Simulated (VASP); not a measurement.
# ZnS (zincblende type) (F-43m) in VASP: further runs, part 2 of 2

VASP 6.6.1. The steps go on from the part before.

## (5) Relaxation of cell and atoms, LDA

This run uses another cell than the first one, of 19.37 Å³/atom, 1.109 times its volume.

INCAR reads:

```
PREC     = Accurate       # precision mode
ENCUT    = 600            # plane-wave cutoff, eV
EDIFF    = 1E-6           # SCF threshold, eV
ISMEAR   = -1             # smearing method
SIGMA    = 0.05           # smearing width, eV
LREAL    = False          # projectors in reciprocal space
LASPH    = True           # aspherical terms in the spheres
NELM     = 60             # most SCF steps
ALGO     = Normal         # electronic algorithm
ISIF     = 3              # what is computed and relaxed
LWAVE    = False          # write WAVECAR
LCHARG   = False          # write CHGCAR
IBRION   = 2              # ionic algorithm
NSW      = 60             # ionic steps
EDIFFG   = -0.005         # ionic threshold
```

KPOINTS reads:

```
regular mesh
0
Gamma
  12 12 12
```

POSCAR reads:

```
ZnS
1.0
    0.0000000000      2.6855547637      2.6855547637
    2.6855547637      0.0000000000      2.6855547637
    2.6855547637      2.6855547637      0.0000000000
Zn S
1 1
Direct
    0.0000000000      0.0000000000      0.0000000000
    0.2500000000      0.2500000000      0.2500000000
```

Potentials or basis: VASP PAW LDA potentials, release 64 (Zn, S).

The run is started by

```sh
$ cat potpaw_LDA.64/Zn/POTCAR potpaw_LDA.64/S/POTCAR > POTCAR
$ mpirun -np 1 vasp_std > vasp.out
```

OUTCAR:

```text
PREC = Accurate
   ENCUT = 600
   EDIFF = 1E-6
   ISMEAR = -1
   LREAL = False
   LASPH = True
   NELM = 60
   ISIF = 3
   IBRION = 2
   NSW = 60
   EDIFFG = -0.005

 ion  position               nearest neighbor table
   1  0.000  0.000  0.000-   2 2.33   2 2.33   2 2.33   2 2.33
   2  0.250  0.250  0.250-   1 2.33   1 2.33   1 2.33   1 2.33

  LATTYP: Found a face centered cubic cell.
 ALAT       =     5.3711095274

  Lattice vectors:

 A1 = (   0.0000000000,   2.6855547637,   2.6855547637)
 A2 = (   2.6855547637,   0.0000000000,   2.6855547637)
 A3 = (   2.6855547637,   2.6855547637,   0.0000000000)

Analysis of symmetry for initial positions (statically):
=====================================================================
 Subroutine PRICEL returns:
 Original cell was already a primitive cell.

 Routine SETGRP: Setting up the symmetry group for a
 face centered cubic supercell.

 Subroutine GETGRP returns: Found 24 space group operations
 (whereof 24 operations were pure point group operations)
 out of a pool of 48 trial point group operations.

The static configuration has the point symmetry T_d .

Analysis of symmetry for dynamics (positions and initial velocities):
=====================================================================
 Subroutine PRICEL returns:
 Original cell was already a primitive cell.

 Routine SETGRP: Setting up the symmetry group for a
 face centered cubic supercell.

 Subroutine GETGRP returns: Found 24 space group operations
 (whereof 24 operations were pure point group operations)
 out of a pool of 48 trial point group operations.

The dynamic configuration has the point symmetry T_d .

 Subroutine INISYM returns: Found 24 space group operations
 (whereof 24 operations are pure point group operations),
 and found     1 'primitive' translations

----------------------------------------------------------------------------------------

                                     Primitive cell

  volume of cell :      38.7375

  direct lattice vectors                    reciprocal lattice vectors
     0.000000000  2.685554764  2.685554764    -0.186181271  0.186181271  0.186181271
     2.685554764  0.000000000  2.685554764     0.186181271 -0.186181271  0.186181271
     2.685554764  2.685554764  0.000000000     0.186181271  0.186181271 -0.186181271

  length of vectors
     3.797947969  3.797947969  3.797947969     0.322475421  0.322475421  0.322475421

  position of ions in fractional coordinates (direct lattice)
     0.000000000  0.000000000  0.000000000
     0.250000000  0.250000000  0.250000000

  ion indices of the primitive-cell ions
   primitive index   ion index
                 1           1
                 2           2

----------------------------------------------------------------------------------------

 KPOINTS: regular mesh

Automatic generation of k-mesh.
 Grid dimensions read from file:
 generate k-points for:   12   12   12

 Generating k-lattice:

  Cartesian coordinates                     Fractional coordinates (reciprocal lattice)
    -0.015515106  0.015515106  0.015515106     0.083333333  0.000000000  0.000000000
     0.015515106 -0.015515106  0.015515106     0.000000000  0.083333333  0.000000000
[... 45 lines left out ...]
   ions per type =               1   1
   NGX,Y,Z   is equivalent  to a cutoff of  13.13, 13.13, 13.13 a.u.
   NGXF,Y,Z  is equivalent  to a cutoff of  26.26, 26.26, 26.26 a.u.
 SYSTEM =  unknown system
   PREC   = accura    normal or accurate (medium, high low for compatibility)
   ISTART =      0    job   : 0-new  1-cont  2-samecut
   ICHARG =      2    charge: 1-file 2-atom 10-const
   ISPIN  =      1    spin polarized calculation?
   LNONCOLLINEAR =      F non collinear calculations
   LSORBIT =      F    spin-orbit coupling
   LASPH  =      T    aspherical Exc in radial PAW
   ENCUT  =  600.0 eV  44.10 Ry    6.64 a.u.   7.59  7.59  7.59*2*pi/ulx,y,z
   NELM   =     60;   NELMIN=  2; NELMDL= -5     # of ELM steps
   EDIFF  = 0.1E-05   stopping-criterion for ELM
   LREAL  =      F    real-space projection
   EDIFFG = -.5E-02   stopping-criterion for IOM
   NSW    =     60    number of steps for IOM
   IBRION =      2    ionic relax: 0-MD 1-quasi-New 2-CG
   NFREE  =      1    steps in history (QN), initial steepest desc. (CG)
   ISIF   =      3    stress and relaxation
   ISYM   =      2    0-nonsym 1-usesym 2-fastsym
   POTIM  = 0.5000    time-step for ionic-motion
   TEBEG  =    0.0;   TEEND  =   0.0 temperature during run
   PSTRESS=    0.0 pullay stress
   NELECT =      18.0000    total number of electrons
   NUPDOWN=      -1.0000    fix difference up-down
   EMIN   =  10.00;   EMAX   =-10.00  energy-range for DOS
   EFERMI =   0.00;   METHOD = LEGACY
   ISMEAR =    -1;   SIGMA  =   0.05  broadening in eV -4-tet -1-fermi 0-gaus
   EFERMI_NEDOS =   21; number of points for ismear=-14 and -15
   IALGO  =     38    algorithm
   IMIX   =      4    mixing-type and parameters
     AMIX     =   0.40;   BMIX     =  1.00
     AMIX_MAG =   1.60;   BMIX_MAG =  1.00
  volume/ion in A,a.u.               =      19.37       130.71
  Fermi-wavevector in a.u.,A,eV,Ry     =   1.268007  2.396186 21.876015  1.607842
  Thomas-Fermi vector in A             =   2.401125
   LORBIT       =      0    0 simple, 1 ext, 2 COOP (PROOUT), +10 PAW based schemes
   GGA     = CA    functional components
   LHFCALC =     F    Hartree Fock is set to
   AEXX    =    0.0000 exact exchange contribution
   IVDW    =     0    specifies the selected vdW correction
   LEPSILON=     F    determine dielectric tensor
   LRPA    =     F    only Hartree local field effects (RPA)
 conjugate gradient relaxation of ions
 non-spin polarized calculation
  energy-cutoff  :      600.00
  volume of cell :       38.74
 maximum number of plane-waves:      1308
   NGX = 15   NGY = 15   NGZ = 15

--------------------------------------- Ionic step        1  -------------------------------------------

 number of electron      18.0000014 magnetization

 Free energy of the ion-electron system (eV)
  ---------------------------------------------------
  ext. energy  EPLUGINS =         0.00000000
  ---------------------------------------------------
  free energy    TOTEN  =        -8.19381750 eV

  energy without entropy =       -8.19381750  energy(sigma->0) =       -8.19381750

------------------------ aborting loop because EDIFF is reached ----------------------------------------

  FORCE on cell =-STRESS in cart. coord.  units (eV):
  Direction    XX          YY          ZZ          XY          YZ          ZX
  --------------------------------------------------------------------------------------
  -------------------------------------------------------------------------------------
  Total       -0.7362472     -0.7362472     -0.7362472      0.0000000      0.0000000      0.0000000
  in kB      -30.4510450    -30.4510450    -30.4510450      0.0000000      0.0000000      0.0000000
  external PRESSURE =     -30.4510450 kB  Pullay stress =       0.0000000 kB
[... 203 lines left out ...]
--------------------------------------- Ionic step        7  -------------------------------------------

 number of electron      17.9999989 magnetization

 Free energy of the ion-electron system (eV)
  ---------------------------------------------------
  ext. energy  EPLUGINS =         0.00000000
  ---------------------------------------------------
  free energy    TOTEN  =        -8.20855201 eV

  energy without entropy =       -8.20855201  energy(sigma->0) =       -8.20855201

 E-fermi :   3.4074     XC(G=0): -10.3012

 val. band max:        2.4797381240   @ k =   0.0000   0.0000   0.0000
 cond. band min:       4.6255076504   @ k =   0.0000   0.0000   0.0000
 fundamental gap:      2.1457695263
 Fermi energy:         3.4074091411

 k-point     1 :       0.0000    0.0000    0.0000
  band No.  band energies     occupation
      1     -11.0426      2.00000
      2      -4.2623      2.00000
      3      -4.2623      2.00000
      4      -4.2623      2.00000
      5      -3.7132      2.00000
      6      -3.7132      2.00000
      7       2.4797      2.00000
      8       2.4797      2.00000
      9       2.4797      2.00000
     10       4.6255      0.00000
     11       8.6918      0.00000
     12       8.6918      0.00000
     13       8.6918      0.00000
[... 354 lines left out ...]
  band No.  band energies     occupation
      1      -9.8796      2.00000
      2      -4.1379      2.00000
      3      -4.0819      2.00000
      4      -3.7735      2.00000
      5      -3.6918      2.00000
      6      -3.4833      2.00000
      7      -2.8965      2.00000
      8       0.2754      2.00000
      9       1.2355      2.00000
     10       6.7893      0.00000
     11       8.5868      0.00000
     12      10.0508      0.00000
     13      11.2720      0.00000

 [... further k-points ...]
[... 5 lines left out ...]
  --------------------------------------------------------------------------------------
  -------------------------------------------------------------------------------------
  Total       -0.0092177     -0.0092177     -0.0092177     -0.0000000     -0.0000000      0.0000000
  in kB       -0.3962210     -0.3962210     -0.3962210     -0.0000000     -0.0000000      0.0000000
  external PRESSURE =      -0.3962210 kB  Pullay stress =       0.0000000 kB
[... 17 lines left out ...]
  FREE ENERGIE OF THE ION-ELECTRON SYSTEM (eV)
  ---------------------------------------------------
  free  energy   TOTEN  =        -8.2085520123 eV

  energy  without entropy=       -8.2085520122  energy(sigma->0) =       -8.20855201

 reached required accuracy - stopping structural energy minimisation
```

It took 65 s on 1 thread of AMD EPYC 9R45 (Zen 5), shared host; peak memory 0.16 GiB.

Results:

```yaml
Free_energy: -8.2086 eV
Relaxed_volume: 18.64 Å³/atom
Relaxed_cell: a = 3.749 Å, b = 3.749 Å, c = 3.749 Å, α = 60.00°, β = 60.00°, γ = 60.00°
Space_group_after_relaxing_to_0.05_Å: F-43m (No. 216)
Energy_gained_by_relaxing: 7.4 meV/atom
Ionic_steps: 7
Pressure_after_relaxing: 0.0 GPa
Band_gap_on_the_k_mesh: 2.15 eV, direct
```

The path:
| step | energy change (eV) | largest force (eV/Å) | pressure (GPa) | volume (Å³) |
| --- | --- | --- | --- | --- |
| 1 | 0.0000 | 0.0000 | -3.05 | 38.74 |
| 2 | -0.0125 | 0.0000 | 1.38 | 36.71 |
| 3 | -0.0147 | 0.0000 | -0.10 | 37.26 |
| 4 | -0.0147 | 0.0000 | 0.12 | 37.22 |
| 5 | -0.0147 | 0.0000 | -0.05 | 37.29 |
| 6 | -0.0147 | 0.0000 | 0.05 | 37.25 |
| 7 | -0.0147 | 0.0000 | -0.04 | 37.27 |

Final structure:
```
Zn S
1.0
     0.00000    2.65127    2.65127
     2.65127    0.00000    2.65127
     2.65127    2.65127    0.00000
Zn S
1 1
Cartesian
  0.0000 0.0000 0.0000
  1.3256 1.3256 1.3256
```

Levels at points of the mesh, in eV from the valence-band top:
```
           k point  band 5  band 6  band 7  band 8  band 9  band 10  band 11  band 12  band 13
(0.00, 0.00, 0.00)   -6.19   -6.19    0.00    0.00    0.00     2.15     6.21     6.21     6.21
(0.50, 0.00, 0.00)   -6.16   -5.97   -5.76   -0.96   -0.96     3.23     6.76     6.76     8.83
(0.50, 0.50, 0.00)   -6.11   -5.95   -4.89   -2.46   -2.46     3.06     3.89    11.14    12.17
```

## (6) Overview

| task | cell | cutoff (eV) | gap on the mesh (eV) | pressure (GPa) |
| --- | --- | --- | --- | --- |
| single point | a = 3.669 Å, angles 60.0°, 2 atoms | 520 | 2.45 | 6.5 |
| single point | a = 3.745 Å, angles 60.0°, 2 atoms | 520 | 2.16 | 0.2 |
| relaxation of cell and atoms | relaxed from a = 3.798 Å, angles 60.0°, 2 atoms | 600 | 2.15 | 0.0 |

Alike in all rows: level LDA; potentials or basis VASP PAW LDA potentials, release 64 (Zn, S); no spin polarisation; k mesh 12 × 12 × 12; smearing fermi-dirac 0.05 eV.

Absolute energies hang on the potentials; compare differences alone.
